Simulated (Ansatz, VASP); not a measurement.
**Two plane-wave programs on Ta**

```xyz
4
Lattice="1.5556 -5.0231 0.0000 1.5556 5.0231 0.0000 0.0000 0.0000 4.7129" Properties=species:S:1:pos:R:3 pbc="T T T"
Ta    1.5556    3.6638    4.7129
Ta    1.5556   -1.3593    2.3565
Ta    1.5556   -3.6638    0.0000
Ta    1.5556    1.3593    2.3565
```

Alike in both runs: functional PBEsol; k mesh 6 × 6 × 4; occupations gaussian, width 0.1 eV; no spin polarisation.

Ansatz relaxed the structure, and its values are those at the end. VASP's run is a single point on that final structure, the one shown.

|  | VASP | Ansatz |
| --- | --- | --- |
| version | VASP 6.6.1 | Ansatz 0.2.0 |
| potentials or method | VASP PAW PBE potentials, release 64 (Ta_pv), cutoff 520 eV | scalar-relativistic, plane waves, PAW |
| valence electrons in the cell | 44 | 52 |

Ansatz gave:

| Quantity | Value |
| --- | --- |
| gap on the k mesh at the Fermi level (eV) | none |
| pressure (GPa) | 0.0 |
| rms of the force components (eV/Å) | 0.006 |

Q: Estimate VASP's values.

A: gap on the k mesh at the Fermi level (eV): none; pressure (GPa): 0.2; rms of the force components (eV/Å): 0.004.

VASP's potentials were made for PBE, not for PBEsol. A gap of «none» marks a metal or a gap that the smearing closes. VASP's potentials hold 44 valence electrons a cell and Ansatz's 52, so a difference there can come from the potentials and not from the codes.

Neither program's run includes spin-orbit coupling.
